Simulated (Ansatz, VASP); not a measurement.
## One calculation of Al2Cu, two programs

```
Al Cu
1.0
    -2.99855    2.99855    2.41246
     2.99855   -2.99855    2.41246
     2.99855    2.99855   -2.41246
Al Cu
4 2
Cartesian
  0.9549 2.0437 0.0000
  3.9534 0.9549 0.0000
  -0.9549 2.0437 2.4125
  2.0437 0.9549 2.4125
  0.0000 0.0000 3.6187
  0.0000 0.0000 1.2062
```

Alike in both runs: functional PBEsol; k mesh 10 × 10 × 10; occupations fermi-dirac, width 0.15 eV; no spin polarisation.

Ansatz relaxed the structure, and its values are those at the end. VASP's run is a single point on that final structure, the one shown.

|  | VASP | Ansatz |
| --- | --- | --- |
| version | VASP 6.6.1 | Ansatz 0.2.0 |
| potentials or method | VASP PAW PBE potentials, release 64 (Al, Cu), cutoff 520 eV | scalar-relativistic, plane waves, PAW |
| valence electrons in the cell | 34 | 50 |

|  | VASP | Ansatz | Ansatz less VASP |
| --- | --- | --- | --- |
| gap on the k mesh at the Fermi level (eV) | none | none | - |
| pressure (GPa) | -0.1 | 0.0 | +0.07 |

VASP's potentials were made for PBE, not for PBEsol, and Ansatz warns of the same on its side. A gap of «none» marks a metal or a gap that the smearing closes. The functional is the same, so the differences come from potentials, cutoffs and numerics. VASP's potentials hold 34 valence electrons a cell and Ansatz's 50, so a difference there can come from the potentials and not from the codes.
